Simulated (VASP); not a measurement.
## Si: relaxation of cell and atoms with PBE

Si:

```xyz
2
Lattice="2.3188 0.0000 0.0000 -1.1594 2.0082 0.0000 0.0000 0.0000 3.7565" Properties=species:S:1:pos:R:3 pbc="T T T"
Si    0.0000    1.3388    0.9391
Si    1.1594    0.6694    2.8174
```

```
Program                : VASP 6.6.1
Task                   : relaxation of cell and atoms
Functional             : PBE
Potentials or basis    : VASP PAW PBE potentials, release 64 (Si)
Cutoff                 : 600 eV
k mesh                 : 18 × 18 × 10
Occupations            : fermi-dirac, width 0.05 eV
Spin                   : no spin polarisation
Target pressure        : 130 GPa
Dipole correction      : no
Further INCAR settings : ALGO = Normal; EDIFF = 1e-07; IBRION = 2; EDIFFG = -0.005; NSW = 60; ISIF = 3
```

```
Relaxed volume                                         : 8.81 Å³/atom
Relaxed cell                                           : a = 2.286 Å, b = 2.286 Å, c = 3.893 Å, α = 90.00°, β = 90.00°, γ = 120.00°
Space group after relaxing (to 0.05 Å)                 : P6_3/mmc (No. 194)
Energy change on relaxing (the enthalpy is what falls) : -78.0 meV/atom
Ionic steps                                            : 11
Pressure after relaxing                                : 130.0 GPa
Band gap on the k mesh                                 : zero (band 4 reaches 30.56 eV, above the bottom of band 5 at 14.44 eV)
```

The path:
```
step  energy change (eV)  largest force (eV/Å)  pressure (GPa)  volume (Å³)
   1              0.0000                0.0000          134.49        17.49
   2             -0.5278                0.0000          115.37        18.11
   3             -0.4057                0.0000          119.86        17.95
   4             -0.3057                0.0000          124.27        17.81
   5             -0.3358                0.0000          123.05        17.85
   6             -0.1531                0.0000          130.11        17.62
   7             -0.1573                0.0000          129.95        17.62
   8             -0.1610                0.0000          129.81        17.63
   9             -0.1599                0.0000          129.85        17.63
  10             -0.1597                0.0000          129.87        17.63
  11             -0.1559                0.0000          130.01        17.62
```

Final structure:
```
Si
1.0
     2.28630    0.00000    0.00000
    -1.14315    1.98000    0.00000
     0.00000    0.00000    3.89258
Si
2
Direct
  0.33333 0.66667 0.25000
  0.66667 0.33333 0.75000
```

Levels at points of the mesh, in eV from the Fermi level:
```
           k point  band 1  band 2  band 3  band 4  band 5  band 6  band 7  band 8
(0.00, 0.00, 0.00)  -19.58  -10.69   -9.90   12.69   13.12   13.12   13.60   13.60
(0.50, 0.00, 0.00)  -10.82  -10.58   -2.57   -1.73   -1.71   -0.64    6.15    9.21
(0.00, 0.00, 0.50)  -17.21  -17.21    0.67    0.67   14.12   14.12   14.12   14.12
(0.50, 0.00, 0.50)   -9.20   -9.20   -7.45   -7.45    6.86    6.86    8.06    8.06
```

Run time: 73 s on 1 thread of Intel(R) Xeon(R) Platinum 8481C CPU @ 2.70GHz (Sapphire Rapids) (shared host), peak memory 0.15 GiB.

Caveat: the cell is relaxed towards a set pressure, so the enthalpy falls and the energy may rise.
